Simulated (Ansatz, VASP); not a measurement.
## Cu: VASP beside Ansatz

The input INCAR:

```
SYSTEM = Cu
PREC = Accurate
ENCUT = 520
EDIFF = 1E-7
ISMEAR = -1
SIGMA = 0.08
LREAL = .FALSE.
LASPH = .TRUE.
NELM = 100
ALGO = Normal
ISIF = 2
LWAVE = .FALSE.
LCHARG = .FALSE.
GGA = PS
NBANDS = 12
```

File KPOINTS:

```
regular mesh
0
G
  20 20 20
  0 0 0
```

POSCAR

```
Cu
1.0
    0.0000000000      1.5669487104      1.5669487104
    1.5669487104      0.0000000000      1.5669487104
    1.5669487104      1.5669487104      0.0000000000
Cu
1
Direct
    0.0000000000      0.0000000000      0.0000000000
```

Input for Ansatz:

```yaml
crystal:
  lattice:
    - [0.0, 1.5669487104, 1.5669487104]
    - [1.5669487104, 0.0, 1.5669487104]
    - [1.5669487104, 1.5669487104, 0.0]
  atoms:
    - { symbol: Cu, position: [0.0, 0.0, 0.0] }
kpoints:
  mp_grid: { grid: [20, 20, 20] }
scf:
  occupations: { method: fermi_dirac, width: 0.08 }
hamiltonian:
  xc: pbesol
  pseudopotentials: { kind: paw }
output:
  forces: true
  stress: true
  eigenvalues: true
  populations: true
```

Change from the starting cell: volume scaled by 0.68, PAW files.

Alike in both runs: task single point; functional PBEsol; k mesh 20 × 20 × 20; occupations fermi-dirac, width 0.08 eV; no spin polarisation.

|  | VASP | Ansatz |
| --- | --- | --- |
| version | VASP 6.6.1 | Ansatz 0.2.0 |
| potentials or method | VASP PAW PBE potentials, release 64 (Cu) | PAW with Ansatz's default frozen-core files, scalar-relativistic |
| plane-wave cutoff (eV) | 520 | 420 |
| valence electrons in the cell | 11 | 19 |

VASP gave:

- pressure (GPa): 169.1

Problem. Which values does Ansatz return?

Solution. Pressure (GPa): 167.7.

VASP's potentials were made for PBE, not for PBEsol. Both programs put the cell under a high pressure, so it lies far from rest at this level. VASP's potentials hold 11 valence electrons a cell and Ansatz's 19, so a difference there can come from the potentials and not from the codes.

Noted on VASP's run: the cell as given lies far from equilibrium.
